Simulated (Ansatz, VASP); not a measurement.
# SrCuTeF in VASP and in Ansatz

```
Sr Cu Te F
1.0
     4.27637    0.00000    0.00000
     0.00000    4.27637    0.00000
     0.00000    0.00000    9.22155
Sr Cu Te F
2 2 2 2
Direct
  0.00000 0.50000 0.85253
  0.50000 0.00000 0.14747
  0.50000 0.50000 0.50000
  0.00000 0.00000 0.50000
  0.00000 0.50000 0.32626
  0.50000 0.00000 0.67374
  0.50000 0.50000 0.00000
  0.00000 0.00000 0.00000
```

Alike in both runs: task single point; functional LDA; k mesh 4 × 4 × 2; no spin polarisation.

|  | VASP | Ansatz |
| --- | --- | --- |
| version | VASP 6.6.1 | Ansatz 0.2.0 |
| potentials or method | VASP PAW LDA potentials, release 64 (Sr_sv, Cu, Te, F), cutoff 520 eV | plane waves, PAW |
| occupations | gaussian, width 0.01 eV | fixed |
| valence electrons in the cell | 68 | 104 |

|  | VASP | Ansatz | Ansatz less VASP |
| --- | --- | --- | --- |
| pressure (GPa) | -5.4 | -5.7 | -0.34 |
| traceless stress, the component that is largest in VASP (GPa) | 0.31 | 0.33 | +0.026 |
| rms of the force components (eV/Å) | 0.112 | 0.122 | +0.0105 |

LDA's correlation is that of Perdew and Zunger in VASP and of Perdew and Wang (1992) in Ansatz. Atom by atom the forces differ by 0.011 eV/Å (rms over components). VASP's potentials hold 68 valence electrons a cell and Ansatz's 104, so a difference there can come from the potentials and not from the codes.

Spin-orbit coupling is off throughout.
